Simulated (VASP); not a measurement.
# Te (Pm-3m) in VASP: notebook

The runs below take Te through single point, with RPBE.

All numbers are computed with VASP 6.6.1; they aren't measurements. Logs are shortened: lines on timing, memory, paths and dates and some standing lists are left out, and cuts for length are marked.

### 1 The cell of the first run

Symmetry: Pm-3m, No. 221, cubic system. Conventional cell: a = 3.096 Å, b = 3.096 Å, c = 3.096 Å, α = 90.00°, β = 90.00°, γ = 90.00°. Within 4.1 Å of Te (site symmetry m-3m) lie 6 Te at 3.10 Å.

### 2 Single point, RPBE (volume scaled by 0.88)

The input, INCAR:

```
SYSTEM = Te
ALGO     = Normal         ! electronic algorithm
EDIFF    = 1E-7           ! SCF threshold, eV
ENCUT    = 520            ! plane-wave cutoff, eV
GGA      = RP             ! functional
ISIF     = 2              ! what is computed and relaxed
ISMEAR   = -1             ! smearing method
LASPH    = .TRUE.         ! aspherical terms in the spheres
LCHARG   = .FALSE.        ! write CHGCAR
LREAL    = .FALSE.        ! projectors in reciprocal space
LWAVE    = .FALSE.        ! write WAVECAR
NBANDS   = 9              ! bands
NELM     = 100            ! most SCF steps
PREC     = Accurate       ! precision mode
SIGMA    = 0.1            ! smearing width, eV
```

The input, KPOINTS:

```
k-points
0
G
  11 11 11
  0 0 0
```

The input, POSCAR:

```
Te
1.0
    3.0956643624      0.0000000000      0.0000000000
    0.0000000000      3.0956643624      0.0000000000
    0.0000000000      0.0000000000      3.0956643624
Te
1
Direct
    0.0000000000      0.0000000000      0.0000000000
```

Potentials or basis: VASP PAW PBE potentials, release 64 (Te).

Launch:

```sh
cat potpaw_PBE.64/Te/POTCAR > POTCAR
mpirun -np 1 vasp_std > vasp.out
```

OUTCAR:

```text
SYSTEM = Te
   EDIFF = 1E-7
   ENCUT = 520
   GGA = RP
   ISIF = 2
   ISMEAR = -1
   LASPH = .TRUE.
   LREAL = .FALSE.
   NELM = 100
   PREC = Accurate

 ion  position               nearest neighbor table
   1  0.000  0.000  0.000-

  LATTYP: Found a simple cubic cell.
 ALAT       =     3.0956643624

  Lattice vectors:

 A1 = (   3.0956643624,   0.0000000000,   0.0000000000)
 A2 = (   0.0000000000,   3.0956643624,   0.0000000000)
 A3 = (   0.0000000000,   0.0000000000,   3.0956643624)

Analysis of symmetry for initial positions (statically):
=====================================================================
 Subroutine PRICEL returns:
 Original cell was already a primitive cell.

 Routine SETGRP: Setting up the symmetry group for a
 simple cubic supercell.

 Subroutine GETGRP returns: Found 48 space group operations
 (whereof 48 operations were pure point group operations)
 out of a pool of 48 trial point group operations.

The static configuration has the point symmetry O_h .

Analysis of symmetry for dynamics (positions and initial velocities):
=====================================================================
 Subroutine PRICEL returns:
 Original cell was already a primitive cell.

 Routine SETGRP: Setting up the symmetry group for a
 simple cubic supercell.

 Subroutine GETGRP returns: Found 48 space group operations
 (whereof 48 operations were pure point group operations)
 out of a pool of 48 trial point group operations.

The dynamic configuration has the point symmetry O_h .

 Subroutine INISYM returns: Found 48 space group operations
 (whereof 48 operations are pure point group operations),
 and found     1 'primitive' translations

----------------------------------------------------------------------------------------

                                     Primitive cell

  volume of cell :      29.6662

  direct lattice vectors                    reciprocal lattice vectors
     3.095664362  0.000000000  0.000000000     0.323032436  0.000000000  0.000000000
     0.000000000  3.095664362  0.000000000     0.000000000  0.323032436  0.000000000
     0.000000000  0.000000000  3.095664362     0.000000000  0.000000000  0.323032436

  length of vectors
     3.095664362  3.095664362  3.095664362     0.323032436  0.323032436  0.323032436

  position of ions in fractional coordinates (direct lattice)
     0.000000000  0.000000000  0.000000000

  ion indices of the primitive-cell ions
   primitive index   ion index
                 1           1

----------------------------------------------------------------------------------------

 KPOINTS: k-points

Automatic generation of k-mesh.
 Grid dimensions read from file:
 generate k-points for:   11   11   11

 Generating k-lattice:

  Cartesian coordinates                     Fractional coordinates (reciprocal lattice)
     0.029366585  0.000000000  0.000000000     0.090909091  0.000000000  0.000000000
     0.000000000  0.029366585  0.000000000     0.000000000  0.090909091  0.000000000
     0.000000000  0.000000000  0.029366585     0.000000000  0.000000000  0.090909091

  Length of vectors
     0.029366585  0.029366585  0.029366585

  Shift w.r.t. Gamma in fractional coordinates (k-lattice)
     0.000000000  0.000000000  0.000000000

 Subroutine IBZKPT returns following result:
 ===========================================

 Found     56 irreducible k-points:

 Following reciprocal coordinates:
            Coordinates               Weight
  0.000000  0.000000  0.000000      1.000000
  0.090909  0.000000  0.000000      6.000000
  0.181818  0.000000  0.000000      6.000000
  0.272727  0.000000  0.000000      6.000000
  0.363636  0.000000  0.000000      6.000000
  0.454545  0.000000  0.000000      6.000000
[... 16 lines left out ...]
  0.181818  0.090909  0.090909     24.000000
  0.272727  0.090909  0.090909     24.000000
 [... further k-points ...]
   k-points           NKPTS =     56   k-points in BZ     NKDIM =     56   number of bands    NBANDS=      9
   number of dos      NEDOS =    301   number of ions     NIONS =      1
   total plane-waves  NPLWV =  13824
   dimension x,y,z NGX =    24 NGY =   24 NGZ =   24
   dimension x,y,z NGXF=    48 NGYF=   48 NGZF=   48
   ions per type =               1
   NGX,Y,Z   is equivalent  to a cutoff of  12.89, 12.89, 12.89 a.u.
   NGXF,Y,Z  is equivalent  to a cutoff of  25.78, 25.78, 25.78 a.u.
 SYSTEM =  Te
   PREC   = accura    normal or accurate (medium, high low for compatibility)
   ISTART =      0    job   : 0-new  1-cont  2-samecut
   ICHARG =      2    charge: 1-file 2-atom 10-const
   ISPIN  =      1    spin polarized calculation?
   LNONCOLLINEAR =      F non collinear calculations
   LSORBIT =      F    spin-orbit coupling
   LASPH  =      T    aspherical Exc in radial PAW
   ENCUT  =  520.0 eV  38.22 Ry    6.18 a.u.   5.76  5.76  5.76*2*pi/ulx,y,z
   NELM   =    100;   NELMIN=  2; NELMDL= -5     # of ELM steps
[... 45 lines left out ...]

  energy without entropy =       -2.63981499  energy(sigma->0) =       -2.64806562

 E-fermi :   7.8836     XC(G=0):  -9.6188

 val. band max:        7.8105115839   @ k =   0.4545   0.1818   0.1818
 cond. band min:       7.9041304681   @ k =   0.3636   0.1818   0.1818
 fundamental gap:      0.0936188842
 Fermi energy:         7.8835668356

 k-point     1 :       0.0000    0.0000    0.0000
  band No.  band energies     occupation
      1      -6.5105      2.00000
      2       9.1720      0.00001
      3       9.1720      0.00001
      4       9.1720      0.00001
      5      13.7579      0.00000
      6      13.7579      0.00000
      7      14.9005      0.00000
      8      25.9593      0.00000
      9      25.9594      0.00000

 k-point     2 :       0.0909    0.0000    0.0000
  band No.  band energies     occupation
      1      -6.4007      2.00000
      2       7.9702      0.59210
      3       9.2733      0.00000
      4       9.2733      0.00000
      5      13.8536      0.00000
      6      14.4119      0.00000
      7      15.7558      0.00000
      8      24.2600      0.00000
      9      24.2600      0.00000

 k-point     3 :       0.1818    0.0000    0.0000
  band No.  band energies     occupation
      1      -6.0801      2.00000
      2       5.8888      2.00000
      3       9.5620      0.00000
      4       9.5620      0.00000
      5      14.1360      0.00000
      6      14.8940      0.00000
      7      18.2439      0.00000
      8      22.3867      0.00000
      9      22.3867      0.00000

 k-point     4 :       0.2727    0.0000    0.0000
  band No.  band energies     occupation
      1      -5.5824      2.00000
      2       3.8914      2.00000
      3       9.9864      0.00000
      4       9.9864      0.00000
      5      14.5858      0.00000
      6      15.4723      0.00000
      7      20.6242      0.00000
      8      20.7393      0.00000
      9      20.7393      0.00000

 k-point     5 :       0.3636    0.0000    0.0000
  band No.  band energies     occupation
      1      -4.9984      2.00000
      2       2.2611      2.00000
      3      10.4410      0.00000
      4      10.4410      0.00000
      5      15.1434      0.00000
      6      16.2611      0.00000
      7      19.4576      0.00000
      8      19.4576      0.00000
      9      19.9531      0.00000

 k-point     6 :       0.4545    0.0000    0.0000
  band No.  band energies     occupation
      1      -4.5469      2.00000
      2       1.2760      2.00000
      3      10.7538      0.00000
      4      10.7538      0.00000
      5      15.6190      0.00000
      6      17.2773      0.00000
      7      18.5367      0.00000
      8      18.7281      0.00000
      9      18.7281      0.00000
[... 169 lines left out ...]
 k-point    21 :       0.4545    0.4545    0.0000
  band No.  band energies     occupation
      1      -2.5083      2.00000
      2       2.9719      2.00000
      3       3.0113      2.00000
      4       9.7942      0.00000
      5      12.3140      0.00000
      6      18.8891      0.00000
      7      20.5294      0.00000
      8      20.5630      0.00000
      9      20.5981      0.00000

 k-point    22 :       0.0909    0.0909    0.0909
  band No.  band energies     occupation
      1      -6.1810      2.00000
      2       8.1129      0.18337
      3       8.1129      0.18337
      4       8.3116      0.02730
      5      15.4022      0.00000
      6      15.4022      0.00000
      7      16.3499      0.00000
      8      22.5971      0.00000
      9      22.5972      0.00000

 k-point    23 :       0.1818    0.0909    0.0909
  band No.  band energies     occupation
      1      -5.8600      2.00000
      2       6.0944      2.00000
      3       8.4029      0.01104
      4       8.5584      0.00234
      5      15.6746      0.00000
      6      16.2140      0.00000
      7      18.2523      0.00000
      8      20.6279      0.00000
      9      21.1756      0.00000

 k-point    24 :       0.2727    0.0909    0.0909
  band No.  band energies     occupation
      1      -5.3617      2.00000
      2       4.0997      2.00000
      3       8.8339      0.00015
      4       9.0165      0.00002
      5      16.0942      0.00000
      6      16.5084      0.00000
      7      18.9149      0.00000
      8      18.9726      0.00000
      9      21.8347      0.00000

 [... further k-points ...]
[... 5 lines left out ...]
  --------------------------------------------------------------------------------------
  -------------------------------------------------------------------------------------
  Total        1.4395802      1.4395802      1.4395802     -0.0000000      0.0000000     -0.0000000
  in kB       77.7472181     77.7472181     77.7472181     -0.0000000      0.0000000     -0.0000000
  external PRESSURE =      77.7472181 kB  Pullay stress =       0.0000000 kB

 VOLUME and BASIS-vectors are now :
 -----------------------------------------------------------------------------
  energy-cutoff  :      520.00
  volume of cell :       29.67
      direct lattice vectors                 reciprocal lattice vectors
     3.095664362  0.000000000  0.000000000     0.323032436  0.000000000  0.000000000
     0.000000000  3.095664362  0.000000000     0.000000000  0.323032436  0.000000000
     0.000000000  0.000000000  3.095664362     0.000000000  0.000000000  0.323032436

 POSITION                                       TOTAL-FORCE (eV/Angst)
 -----------------------------------------------------------------------------------
      0.00000      0.00000      0.00000         0.000000      0.000000      0.000000
 -----------------------------------------------------------------------------------
    total drift:                               -0.000000      0.000000      0.000000

  FREE ENERGIE OF THE ION-ELECTRON SYSTEM (eV)
  ---------------------------------------------------
  free  energy   TOTEN  =        -2.6563162438 eV

  energy  without entropy=       -2.6398149927  energy(sigma->0) =       -2.64806562
```

Run time: 7.7 s. Hardware: 1 thread of Intel Xeon 8259CL, shared host; peak memory 0.15 GiB.

Results:

```yaml
Free_energy: -2.6563 eV
Pressure: 7.8 GPa
Band_gap_on_the_k_mesh: zero (band 3 reaches 10.75 eV, above the bottom of band 4 at 4.67 eV)
```

Caveat: the PAW data sets were made with another functional, which shifts forces and pressure a little; spin-orbit coupling is left out, which moves the levels of the heavy elements.

### 3 Single point, RPBE (volume scaled by 0.92)

The input, INCAR:

```
PREC = Accurate
ENCUT = 520
EDIFF = 1E-6
ISMEAR = -1
SIGMA = 0.1
LREAL = F
LASPH = T
NELM = 100
ALGO = Normal
ISIF = 2
LWAVE = F
LCHARG = F
GGA = RP
NBANDS = 9
```

The input, KPOINTS:

```
regular mesh
0
Gamma
  11 11 11
```

The input, POSCAR:

```
Te
1.0
    3.1418751209      0.0000000000      0.0000000000
    0.0000000000      3.1418751209      0.0000000000
    0.0000000000      0.0000000000      3.1418751209
Te
1
Direct
    0.0000000000      0.0000000000      0.0000000000
```

Potentials or basis: VASP PAW PBE potentials, release 64 (Te).

Launch:

```sh
cat potpaw_PBE.64/Te/POTCAR > POTCAR
mpirun -np 1 vasp_std > vasp.out
```

It took 8.7 s on 1 thread of Intel Xeon 8259CL, shared host; peak memory 0.14 GiB.

It converged, with:

| Quantity | Value |
| --- | --- |
| Free energy | -2.7074 eV |
| Pressure | 4.5 GPa |
| Band gap on the k mesh | zero (band 3 reaches 9.96 eV, above the bottom of band 4 at 4.19 eV) |

Levels at points of the mesh, in eV from the Fermi level:
| k point | band 1 | band 2 | band 3 | band 4 | band 5 | band 6 | band 7 |
| --- | --- | --- | --- | --- | --- | --- | --- |
| (0.00, 0.00, 0.00) | -14.01 | 1.24 | 1.24 | 1.24 | 5.94 | 5.94 | 6.84 |

Caveat: the PAW data sets were made with another functional, which shifts forces and pressure a little; spin-orbit coupling is left out, which moves the levels of the heavy elements.

### 4 Single point, RPBE (volume scaled by 0.96)

The input, INCAR:

```
SYSTEM = Te
ALGO = Normal ; EDIFF = 1E-7
ENCUT = 520 ; GGA = RP
ISIF = 2 ; ISMEAR = -1
LASPH = .True. ; LCHARG = .True.
LELF = .True. ; LREAL = .False.
LVHAR = .True. ; LWAVE = .False.
NBANDS = 9 ; NELM = 80
PREC = Accurate ; SIGMA = 0.1
```

The input, KPOINTS:

```
k-points
0
Gamma
  11 11 11
  0 0 0
```

The input, POSCAR:

```
Te
1.0
    3.1867651161      0.0000000000      0.0000000000
    0.0000000000      3.1867651161      0.0000000000
    0.0000000000      0.0000000000      3.1867651161
Te
1
Direct
    0.0000000000      0.0000000000      0.0000000000
```

Launch:

```sh
cat potpaw_PBE.64/Te/POTCAR > POTCAR
mpirun -np 1 vasp_std > vasp.out
```

Run time: 11 s. Hardware: 1 thread of Intel Xeon 8259CL, shared host; peak memory 0.14 GiB.

The run converged. Its results:

```
Free energy            : -2.7340 eV
Pressure               : 1.9 GPa
Band gap on the k mesh : zero (band 3 reaches 9.22 eV, above the bottom of band 4 at 3.75 eV)
```

Levels at points of the mesh, in eV from the Fermi level:
```csv
k point,band 1,band 2,band 3,band 4,band 5,band 6,band 7
"(0.00, 0.00, 0.00)",-13.67,1.20,1.20,1.20,6.00,6.00,6.68
```

Caveat: the PAW data sets were made with another functional, which shifts forces and pressure a little; spin-orbit coupling is left out, which moves the levels of the heavy elements.

### 5 Single point, RPBE (volume scaled by 1.08)

The input, INCAR:

```
SYSTEM = Te
  ALGO = Normal
  EDIFF = 1E-6
  ENCUT = 520
  GGA = RP
  ISIF = 2
  ISMEAR = -1
  LASPH = .True.
  LCHARG = .False.
  LREAL = .False.
  LWAVE = .False.
  NBANDS = 9
  NELM = 100
  PREC = Accurate
  SIGMA = 0.1
```

KPOINTS is that of step 4.

The input, POSCAR:

```
Te
1.0
    3.3143692830      0.0000000000      0.0000000000
    0.0000000000      3.3143692830      0.0000000000
    0.0000000000      0.0000000000      3.3143692830
Te
1
Direct
    0.0000000000      0.0000000000      0.0000000000
```

Launch:

```sh
cat potpaw_PBE.64/Te/POTCAR > POTCAR
mpirun -np 1 vasp_std > vasp.out
```

Run time: 19 s. Hardware: 1 thread of Intel Xeon 8259CL, shared host; peak memory 0.16 GiB.

The run converged. Its results:

```yaml
Free_energy: -2.7132 eV
Pressure: -3.0 GPa
Band_gap_on_the_k_mesh: zero (band 3 reaches 7.34 eV, above the bottom of band 4 at 2.64 eV)
```

Levels at points of the mesh, in eV from the Fermi level:
```csv
k point,band 1,band 2,band 3,band 4,band 5,band 6,band 7,band 8
"(0.00, 0.00, 0.00)",-12.82,1.07,1.07,1.07,6.17,6.17,6.28,16.65
```

Caveat: the PAW data sets were made with another functional, which shifts forces and pressure a little; spin-orbit coupling is left out, which moves the levels of the heavy elements.

### 6 Single point, RPBE (volume scaled by 1.12)

The input, INCAR:

```
SYSTEM = Te
ALGO     = Normal         ! electronic algorithm
EDIFF    = 1E-6           ! SCF threshold, eV
ENCUT    = 520            ! plane-wave cutoff, eV
GGA      = RP             ! functional
ISIF     = 2              ! what is computed and relaxed
ISMEAR   = -1             ! smearing method
LASPH    = .TRUE.         ! aspherical terms in the spheres
LCHARG   = .TRUE.         ! write CHGCAR
LELF     = .TRUE.         ! ELF
LREAL    = .FALSE.        ! projectors in reciprocal space
LVHAR    = .TRUE.       
LWAVE    = .FALSE.        ! write WAVECAR
NBANDS   = 9              ! bands
NELM     = 80             ! most SCF steps
PREC     = Accurate       ! precision mode
SIGMA    = 0.1            ! smearing width, eV
```

The input, KPOINTS:

```
k-points
0
G
  11 11 11
  0 0 0
```

The input, POSCAR:

```
Te
1.0
    3.3547924045      0.0000000000      0.0000000000
    0.0000000000      3.3547924045      0.0000000000
    0.0000000000      0.0000000000      3.3547924045
Te
1
Direct
    0.0000000000      0.0000000000      0.0000000000
```

Potentials or basis: VASP PAW PBE potentials, release 64 (Te).

Launch:

```sh
cat potpaw_PBE.64/Te/POTCAR > POTCAR
mpirun -np 1 vasp_std > vasp.out
```

Run time: 20 s. Hardware: 1 thread of Intel Xeon 8259CL, shared host; peak memory 0.16 GiB.

The run converged. Its results:

- Free energy: -2.6839 eV
- Pressure: -4.0 GPa
- Band gap on the k mesh: zero (band 3 reaches 6.80 eV, above the bottom of band 4 at 2.33 eV)

Levels at points of the mesh, in eV from the Fermi level:
| k point | band 1 | band 2 | band 3 | band 4 | band 5 | band 6 |
| --- | --- | --- | --- | --- | --- | --- |
| (0.00, 0.00, 0.00) | -12.58 | 1.03 | 1.03 | 1.03 | 6.17 | 6.22 |

Caveat: the PAW data sets were made with another functional, which shifts forces and pressure a little; spin-orbit coupling is left out, which moves the levels of the heavy elements.

### 7 Overview

| cell | gap on the mesh (eV) | pressure (GPa) |
| --- | --- | --- |
| a = 3.096 Å, 1 atom | none | 7.8 |
| a = 3.142 Å, 1 atom | none | 4.5 |
| a = 3.187 Å, 1 atom | none | 1.9 |
| a = 3.314 Å, 1 atom | none | -3.0 |
| a = 3.355 Å, 1 atom | none | -4.0 |

Alike in all rows: task single point; level RPBE; potentials or basis VASP PAW PBE potentials, release 64 (Te); no spin polarisation; k mesh 11 × 11 × 11; cutoff (eV) 520; smearing fermi-dirac 0.1 eV.

Caveats: the PAW data sets were made with another functional, which shifts forces and pressure a little; spin-orbit coupling is left out, which moves the levels of the heavy elements.

Total energies depend on the potentials used, so only differences within one code and one set of settings carry meaning.
